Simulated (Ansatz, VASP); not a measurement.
**One calculation of PbS, two programs**

```
Pb S
1.0
     0.00000    2.96500    2.96500
     2.96500    0.00000    2.96500
     2.96500    2.96500    0.00000
Pb S
1 1
Cartesian
  0.0000 0.0000 0.0000
  2.9650 2.9650 2.7150
```

Change from the starting cell: all S atoms moved -0.250 Å, as atom 2 along Cartesian [0 0 1].

Alike in both runs: task single point; functional r2SCAN; k mesh 8 × 8 × 8; occupations gaussian, width 0.05 eV; no spin polarisation.

|  | VASP | Ansatz |
| --- | --- | --- |
| version | VASP 6.6.1 | Ansatz 0.2.0 |
| potentials or method | VASP PAW PBE potentials, release 64 (Pb_d, S), cutoff 520 eV | scalar-relativistic, plane waves, PAW |
| valence electrons in the cell | 20 | 20 |

Ansatz gave:

* gap on the k mesh at the Fermi level (eV): 1.00
* least direct gap on the mesh (eV): 1.00
* pressure (GPa): 2.4
* traceless stress, the component that is largest in VASP (GPa): 1.72
* rms of the force components (eV/Å): 0.176

Which values does VASP return?

gap on the k mesh at the Fermi level (eV): 1.00; least direct gap on the mesh (eV): 1.00; pressure (GPa): 2.4; traceless stress, the component that is largest in VASP (GPa): 1.73; rms of the force components (eV/Å): 0.182.

VASP's potentials were made for PBE, not for r2SCAN. Atom by atom the forces differ by 0.005 eV/Å (rms over components).

Neither program's run includes spin-orbit coupling.
